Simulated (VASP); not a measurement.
# TaBiTe4 (Cmmm) in VASP: further runs, part 2 of 2

VASP 6.6.1.

## (3) Single point, PBE

This run uses another cell than the first one, of 38.88 Å³/atom.

Contents of INCAR:

```
SYSTEM = TaBiTe4
PREC = Accurate
ENCUT = 520
EDIFF = 1E-6
ISMEAR = 0
SIGMA = 0.1
LREAL = .False.
LASPH = .True.
NELM = 80
ALGO = Normal
ISIF = 2
LWAVE = .False.
LCHARG = .False.
GGA = PE
NBANDS = 34
```

Contents of KPOINTS:

```
regular mesh
0
Gamma
  4 4 4
  0 0 0
```

Contents of POSCAR:

```
TaBiTe4
1.0
    5.0250949100     -5.0250949100      0.0000000000
    5.0250949100      5.0250949100      0.0000000000
    0.0000000000      0.0000000000      4.6192623000
Ta Bi Te
1 1 4
Direct
    0.5000000000      0.5000000000      0.5000000000
    0.0000000000      0.0000000000      0.0000000000
    0.6950000000      0.3050000000      0.0000000000
    0.3050000000      0.6950000000      0.0000000000
    0.8050000000      0.8050000000      0.5000000000
    0.1950000000      0.1950000000      0.5000000000
```

Potentials or basis: VASP PAW PBE potentials, release 64 (Ta_pv, Bi_d, Te).

Launch:

```
cat potpaw_PBE.64/Ta_pv/POTCAR potpaw_PBE.64/Bi_d/POTCAR potpaw_PBE.64/Te/POTCAR > POTCAR
mpirun -np 1 vasp_std > vasp.out
```

OUTCAR:

```text
SYSTEM = TaBiTe4
   PREC = Accurate
   ENCUT = 520
   EDIFF = 1E-6
   ISMEAR = 0
   LREAL = .False.
   LASPH = .True.
   NELM = 80
   ISIF = 2
   GGA = PE

 ion  position               nearest neighbor table
   1  0.500  0.500  0.500-   3 3.03   4 3.03   3 3.03   4 3.03   5 3.07   6 3.07
   2  0.000  0.000  0.000-   5 3.03   6 3.03   5 3.03   6 3.03   3 3.07   4 3.07
   3  0.695  0.305  0.000-   1 3.03   1 3.03   2 3.07
   4  0.305  0.695  0.000-   1 3.03   1 3.03   2 3.07
   5  0.805  0.805  0.500-   2 3.03   2 3.03   1 3.07
   6  0.195  0.195  0.500-   2 3.03   2 3.03   1 3.07

  LATTYP: Found a simple tetragonal cell.
 ALAT       =     7.1065573739
 C/A-ratio  =     0.6500000010

  Lattice vectors:

 A1 = (   5.0250949100,  -5.0250949100,   0.0000000000)
 A2 = (   5.0250949100,   5.0250949100,   0.0000000000)
 A3 = (   0.0000000000,   0.0000000000,   4.6192623000)

Analysis of symmetry for initial positions (statically):
=====================================================================
 Subroutine PRICEL returns:
 Original cell was already a primitive cell.

 Routine SETGRP: Setting up the symmetry group for a
 simple tetragonal supercell.

 Subroutine GETGRP returns: Found  8 space group operations
 (whereof  8 operations were pure point group operations)
 out of a pool of 16 trial point group operations.

The static configuration has the point symmetry D_2h.

Analysis of symmetry for dynamics (positions and initial velocities):
=====================================================================
 Subroutine PRICEL returns:
 Original cell was already a primitive cell.

 Routine SETGRP: Setting up the symmetry group for a
 simple tetragonal supercell.

 Subroutine GETGRP returns: Found  8 space group operations
 (whereof  8 operations were pure point group operations)
 out of a pool of 16 trial point group operations.

[... 124 lines left out ...]
     AMIX_MAG =   1.60;   BMIX_MAG =  1.00
  volume/ion in A,a.u.               =      38.88       262.38
  Fermi-wavevector in a.u.,A,eV,Ry     =   0.979718  1.851399 13.059518  0.959847
  Thomas-Fermi vector in A             =   2.110593
   LORBIT       =      0    0 simple, 1 ext, 2 COOP (PROOUT), +10 PAW based schemes
   GGA     = PE    functional components
   LHFCALC =     F    Hartree Fock is set to
   AEXX    =    0.0000 exact exchange contribution
   IVDW    =     0    specifies the selected vdW correction
   LEPSILON=     F    determine dielectric tensor
   LRPA    =     F    only Hartree local field effects (RPA)
 non-spin polarized calculation
 Gauss-broadening in eV      SIGMA  =   0.10
  energy-cutoff  :      520.00
  volume of cell :      233.29
 maximum number of plane-waves:      6324
 NGX is ok and might be reduce to    54
   NGX = 27   NGY = 27   NGZ = 17

 number of electron      49.9999996 magnetization

 Free energy of the ion-electron system (eV)
  ---------------------------------------------------
  ext. energy  EPLUGINS =         0.00000000
  ---------------------------------------------------
  free energy    TOTEN  =       -27.02540033 eV

  energy without entropy =      -27.00017199  energy(sigma->0) =      -27.01278616

 E-fermi :   3.5437     XC(G=0):  -8.4930

 val. band max:        3.5238739312   @ k =   0.0000   0.0000   0.0000
 cond. band min:       3.5465747655   @ k =   0.5000   0.2500   0.0000
 fundamental gap:      0.0227008343
 Fermi energy:         3.5436947958

 k-point     1 :       0.0000    0.0000    0.0000
  band No.  band energies     occupation
      1     -32.4151      2.00000
      2     -32.3663      2.00000
      3     -32.3633      2.00000
      4     -19.5638      2.00000
      5     -19.5195      2.00000
      6     -19.5185      2.00000
[... 766 lines left out ...]
     33       7.7717      0.00000
     34       8.4813      0.00000

------------------------ aborting loop because EDIFF is reached ----------------------------------------

  FORCE on cell =-STRESS in cart. coord.  units (eV):
  Direction    XX          YY          ZZ          XY          YZ          ZX
  --------------------------------------------------------------------------------------
  -------------------------------------------------------------------------------------
  Total       -6.6238510     -3.4253436     -7.3355873      0.0000000      0.0000000      0.0000000
  in kB      -45.4914706    -23.5246712    -50.3795534      0.0000000      0.0000000      0.0000000
  external PRESSURE =     -39.7985651 kB  Pullay stress =       0.0000000 kB

 VOLUME and BASIS-vectors are now :
 -----------------------------------------------------------------------------
  energy-cutoff  :      520.00
  volume of cell :      233.29
      direct lattice vectors                 reciprocal lattice vectors
     5.025094910 -5.025094910  0.000000000     0.099500608 -0.099500608  0.000000000
     5.025094910  5.025094910  0.000000000     0.099500608  0.099500608  0.000000000
     0.000000000  0.000000000  4.619262300     0.000000000  0.000000000  0.216484784

 POSITION                                       TOTAL-FORCE (eV/Angst)
 -----------------------------------------------------------------------------------
      5.02509      0.00000      2.30963         0.000000     -0.000000      0.000000
      0.00000      0.00000      0.00000         0.000000      0.000000      0.000000
      5.02509     -1.95979      0.00000         0.000000      1.896954     -0.000000
      5.02509      1.95979      0.00000         0.000000     -1.896954      0.000000
      8.09040      0.00000      2.30963        -1.922335      0.000000      0.000000
      1.95979      0.00000      2.30963         1.922335      0.000000      0.000000
 -----------------------------------------------------------------------------------
    total drift:                                0.000000      0.000000      0.000000

  FREE ENERGIE OF THE ION-ELECTRON SYSTEM (eV)
  ---------------------------------------------------
  free  energy   TOTEN  =       -27.0254003320 eV

  energy  without entropy=      -27.0001719875  energy(sigma->0) =      -27.01278616
```

Wall time 2.5 min (1 thread of Intel Xeon Platinum 8488C (Sapphire Rapids), shared host); peak memory 0.41 GiB.

What came out:

```
Free energy            : -27.0254 eV
Pressure               : -4.0 GPa
Largest force          : 1.922 eV/Å
Band gap on the k mesh : zero (bands 25 and 26 overlap by 0.32 eV)
```

Forces in eV/Å, atoms in the order of the input:
```
Ta   0.000  0.000  0.000
Bi   0.000  0.000  0.000
Te   0.000  1.897  0.000
Te   0.000 -1.897  0.000
Te  -1.922  0.000  0.000
Te   1.922  0.000  0.000
```

Caveat: the cell stands under tension; spin-orbit coupling is left out, which moves the levels of the heavy elements; forces of over 1 eV/Å act on the atoms, so gaps and moduli don't describe the material at rest.

## (4) Relaxation of cell and atoms, PBE

This run uses another cell than the first one, of 38.88 Å³/atom.

Contents of INCAR:

```
SYSTEM = TaBiTe4
PREC = Accurate
ENCUT = 600
EDIFF = 1E-6
ISMEAR = 0
SIGMA = 0.1
LREAL = .False.
LASPH = .True.
NELM = 60
ALGO = Normal
ISIF = 3
LWAVE = .False.
LCHARG = .False.
GGA = PE
IBRION = 2
NSW = 90
EDIFFG = -0.04
```

KPOINTS is that of step 3.

POSCAR is that of step 3.

Launch:

```
cat potpaw_PBE.64/Ta_pv/POTCAR potpaw_PBE.64/Bi_d/POTCAR potpaw_PBE.64/Te/POTCAR > POTCAR
mpirun -np 1 vasp_std > vasp.out
```

Wall time 26 min (1 thread of Intel Xeon Platinum 8488C (Sapphire Rapids), shared host); peak memory 0.51 GiB.

It converged, with:

```yaml
Free_energy: -28.3219 eV
Relaxed_volume: 35.64 Å³/atom
Relaxed_cell: a = 7.201 Å, b = 7.201 Å, c = 4.124 Å, α = 90.00°, β = 90.00°, γ = 90.33°
Space_group_after_relaxing_to_0.1_Å: Cmmm (No. 65)
Energy_gained_by_relaxing: 216.0 meV/atom
Ionic_steps: 18
Pressure_after_relaxing: 0.0 GPa
Largest_force_after_relaxing: 0.016 eV/Å
Band_gap_on_the_k_mesh: zero (bands 25 and 26 overlap by 0.18 eV)
```

Forces on the atoms (eV/Å):
```
Ta   0.000  0.000  0.000
Bi   0.000  0.000  0.000
Te   0.000  0.006  0.000
Te   0.000 -0.006  0.000
Te   0.016  0.000  0.000
Te  -0.016  0.000  0.000
```

The path:
```
step  energy change (eV)  largest force (eV/Å)  pressure (GPa)  volume (Å³)
   1              0.0000                1.9230           -3.96       233.29
   2             -0.8252                1.7876            2.89       202.23
   3             -0.8286                1.8168            2.42       203.61
   4             -1.1707                0.2417            1.61       208.13
   5             -1.1804                0.2252            1.57       209.04
   6             -1.2108                0.2319           -1.27       219.95
   7             -1.2270                0.1348           -0.28       215.74
   8             -1.2450                0.1645           -0.13       215.38
   9             -1.2708                0.3340            0.34       214.09
  10             -1.2830                0.2366            0.05       215.05
  11             -1.2904                0.0712           -0.51       216.92
  12             -1.2907                0.0893           -0.41       216.58
  13             -1.2947                0.0706           -0.08       215.01
  14             -1.2948                0.0697           -0.03       214.69
  15             -1.2948                0.0693            0.01       214.59
  16             -1.2948                0.0697            0.01       214.64
  17             -1.2956                0.0492            0.00       214.41
  18             -1.2962                0.0157            0.00       213.85
```

Final structure:
```xyz
6
Lattice="5.0770 -5.1066 0.0000 5.0770 5.1066 0.0000 0.0000 0.0000 4.1241" Properties=species:S:1:pos:R:3 pbc="T T T"
Ta    5.0770    0.0000    2.0621
Bi    5.0770   -5.1066    0.0000
Te    5.0770   -1.8874    0.0000
Te    5.0770    1.8874    0.0000
Te    7.8637    0.0000    2.0621
Te    2.2904    0.0000    2.0621
```

Levels at points of the mesh, in eV from the Fermi level:
```
           k point  band 21  band 22  band 23  band 24  band 25  band 26  band 27  band 28  band 29  band 30
(0.00, 0.00, 0.00)    -1.13    -0.51    -0.40    -0.18     0.00     0.32     1.22     1.22     2.14     2.31
(0.50, 0.00, 0.00)    -1.18    -1.13    -0.74     0.04     0.05     0.06     0.10     1.11     1.58     1.88
(0.50, 0.50, 0.00)    -1.57    -1.32    -1.17    -0.96    -0.71     0.03     1.22     1.95     2.54     2.65
(0.00, 0.00, 0.50)    -1.98    -1.84    -1.35    -1.17    -0.89     0.36     0.69     1.00     1.06     1.58
(0.50, 0.00, 0.50)    -2.10    -1.77    -0.92    -0.60    -0.28     0.59     0.83     1.05     1.24     2.13
(0.50, 0.50, 0.50)    -1.75    -1.47    -1.30    -0.77    -0.40     0.32     0.69     0.90     0.92     1.09
```

Caveat: spin-orbit coupling is left out, which moves the levels of the heavy elements.

## (5) Single point, PBE

This run uses another cell than the first one, of 35.59 Å³/atom.

Contents of INCAR:

```
ALGO     = Normal         # electronic algorithm
EDIFF    = 1E-6           # SCF threshold, eV
ENCUT    = 520            # plane-wave cutoff, eV
GGA      = PE             # functional
ISIF     = 2              # what is computed and relaxed
ISMEAR   = 0              # smearing method
LASPH    = True           # aspherical terms in the spheres
LCHARG   = False          # write CHGCAR
LREAL    = False          # projectors in reciprocal space
LWAVE    = False          # write WAVECAR
NBANDS   = 34             # bands
NELM     = 100            # most SCF steps
PREC     = Accurate       # precision mode
SIGMA    = 0.1            # smearing width, eV
```

Contents of KPOINTS:

```
k-points
0
Gamma
  6 6 10
```

Contents of POSCAR:

```
TaBiTe4
1.0
    5.0678850395     -5.1188811450      0.0000000000
    5.0678850395      5.1188811450      0.0000000000
    0.0000000000      0.0000000000      4.1154655658
Ta Bi Te
1 1 4
Direct
    0.5000000000      0.5000000000      0.5000000000
    0.0000000000      0.0000000000      0.0000000000
    0.6852149469      0.3147850531      0.0000000000
    0.3147850531      0.6852149469      0.0000000000
    0.7742992017      0.7742992017      0.5000000000
    0.2257007983      0.2257007983      0.5000000000
```

Launch:

```
cat potpaw_PBE.64/Ta_pv/POTCAR potpaw_PBE.64/Bi_d/POTCAR potpaw_PBE.64/Te/POTCAR > POTCAR
mpirun -np 1 vasp_std > vasp.out
```

It took 5.3 min on 1 thread of Intel Xeon Platinum 8488C (Sapphire Rapids), shared host; peak memory 0.67 GiB.

The run converged. Its results:

```yaml
Free_energy: -28.3748 eV
Pressure: 0.0 GPa
Largest_force: 0.007 eV/Å
Band_gap_on_the_k_mesh: zero (bands 25 and 26 overlap by 0.53 eV)
```

Forces in eV/Å, atoms in the order of the input:
```
Ta   0.000  0.000  0.000
Bi   0.000  0.000  0.000
Te   0.000 -0.007  0.000
Te   0.000  0.007  0.000
Te   0.007  0.000  0.000
Te  -0.007  0.000  0.000
```

Levels at points of the mesh, in eV from the Fermi level:
```tsv
k point	band 21	band 22	band 23	band 24	band 25	band 26	band 27	band 28	band 29	band 30
(0.00, 0.00, 0.00)	-1.21	-0.59	-0.49	-0.27	-0.13	0.25	1.11	1.15	2.08	2.25
(0.50, 0.00, 0.00)	-1.26	-1.24	-0.86	-0.06	-0.02	-0.01	0.01	1.03	1.50	1.79
(0.50, 0.50, 0.00)	-1.66	-1.41	-1.25	-1.05	-0.79	-0.10	1.16	1.85	2.41	2.59
(0.00, 0.00, 0.50)	-2.07	-1.91	-1.44	-1.23	-0.98	0.29	0.60	0.91	0.94	1.46
(0.50, 0.00, 0.50)	-2.23	-1.87	-1.02	-0.67	-0.34	0.50	0.74	0.94	1.13	2.07
(0.50, 0.50, 0.50)	-1.82	-1.57	-1.36	-0.86	-0.48	0.25	0.60	0.79	0.84	0.97
```

Caveat: spin-orbit coupling is left out, which moves the levels of the heavy elements.

## (6) Summary

```csv
task,cell,k mesh,cutoff (eV),gap on the mesh (eV),pressure (GPa),largest force (eV/Å)
single point,"a = 7.198, b = 7.198, c = 4.131 Å, angles 90.0, 90.0, 90.3°, 6 atoms, atomic positions A",4 × 4 × 4,520,none,-0.1,0.02
single point,"a = 7.107, b = 7.107, c = 4.619 Å, 6 atoms, atomic positions B",4 × 4 × 4,520,none,-4.0,1.92
relaxation of cell and atoms,"relaxed from a = 7.107, b = 7.107, c = 4.619 Å, 6 atoms, atomic positions B",4 × 4 × 4,600,none,0.0,0.02
single point,"a = 7.203, b = 7.203, c = 4.115 Å, angles 90.0, 90.0, 90.6°, 6 atoms, atomic positions A",6 × 6 × 10,520,none,0.0,0.01
```

Alike in all rows: level PBE; potentials or basis VASP PAW PBE potentials, release 64 (Ta_pv, Bi_d, Te); no spin polarisation; smearing gaussian 0.1 eV.

Caveats: some runs use coarse meshes; spin-orbit coupling is left out, which moves the levels of the heavy elements; the cell stands under tension (at least some runs); forces of over 1 eV/Å act on the atoms, so gaps and moduli don't describe the material at rest (at least some runs).

Total energies depend on the potentials used, so only differences within one code and one set of settings carry meaning.
